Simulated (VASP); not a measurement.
Input of a VASP 6.6.1 run:

Contents of INCAR:

```
SYSTEM = GdN
PREC = Accurate
ENCUT = 520
EDIFF = 1E-7
ISMEAR = 0
SIGMA = 0.05
LREAL = .FALSE.
LASPH = .TRUE.
NELM = 150
ALGO = Normal
ISIF = 2
LWAVE = .FALSE.
LCHARG = .TRUE.
MAGMOM = 4.041 4.041 4.041 0 0 0
LORBIT = 11
LSORBIT = .TRUE.
GGA_COMPAT = .FALSE.
LORBMOM = .TRUE.
LMAXMIX = 6
LDAU = .TRUE.
LDAUTYPE = 2
LDAUL = 3 -1
LDAUU = 2 0
LDAUJ = 0 0
LDAUPRINT = 1
GGA = CA
LVHAR = .TRUE.
NBANDS = 35
```

The input KPOINTS:

```
regular mesh
0
G
  7 7 7
  0 0 0
```

Contents of POSCAR:

```
GdN
1.0
    0.0000000000      2.4994985700      2.4994985700
    2.4994985700      0.0000000000      2.4994985700
    2.4994985700      2.4994985700      0.0000000000
Gd N
1 1
Direct
    0.5000000000      0.5000000000      0.5000000000
    0.0000000000      0.0000000000      0.0000000000
```

Potentials or basis: VASP PAW PBE potentials, release 64 (Gd, N).

Launch:

```console
$ cat potpaw_PBE.64/Gd/POTCAR potpaw_PBE.64/N/POTCAR > POTCAR
$ mpirun -np 1 vasp_ncl > vasp.out
```

Question: Estimate the pressure.

Answer: -9.3 GPa.

Question: What does it give for the net moment?

Answer: 6.95 μB per cell.

Moments on the atoms (μB; x, y, z):
```
Gd   3.93  3.93  3.93
N   -0.05 -0.05 -0.05
```

Caveat: the PAW data sets were made with another functional, which shifts forces and pressure a little; a cell with one magnetic atom can't hold antiferromagnetic order, which such compounds often take. The state reached can hang on the start; a lower one may exist.
